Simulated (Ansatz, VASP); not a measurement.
# One calculation of CaSe, two programs

```xyz
2
Lattice="3.6307 -0.0041 -0.0041 -0.0041 3.6307 -0.0041 -0.0041 -0.0041 3.6307" Properties=species:S:1:pos:R:3 pbc="T T T"
Ca    0.0000    0.0000    0.0000
Se    1.8112    1.8112    1.8112
```

Change from the starting cell: shear_111 strain -0.3%.

Alike in both runs: task single point; functional HSE06; k mesh 6 × 6 × 6; no spin polarisation.

```csv
,VASP,Ansatz
version,VASP 6.6.1,Ansatz 0.2.0
potentials or method,"VASP PAW PBE potentials, release 64 (Ca_sv, Se)","plane waves, PAW"
plane-wave cutoff (eV),520,420
occupations,"gaussian, width 0.01 eV",fixed
valence electrons in the cell,16,26
```

```csv
,VASP,Ansatz,Ansatz less VASP
gap on the k mesh at the Fermi level (eV),1.55,1.54,-0.013
pressure (GPa),0.3,0.3,-0.04
```

VASP's potentials hold 16 valence electrons a cell and Ansatz's 26, so a difference there can come from the potentials and not from the codes. Ansatz's warnings: stress exchange threshold loose, stress scf threshold loose.
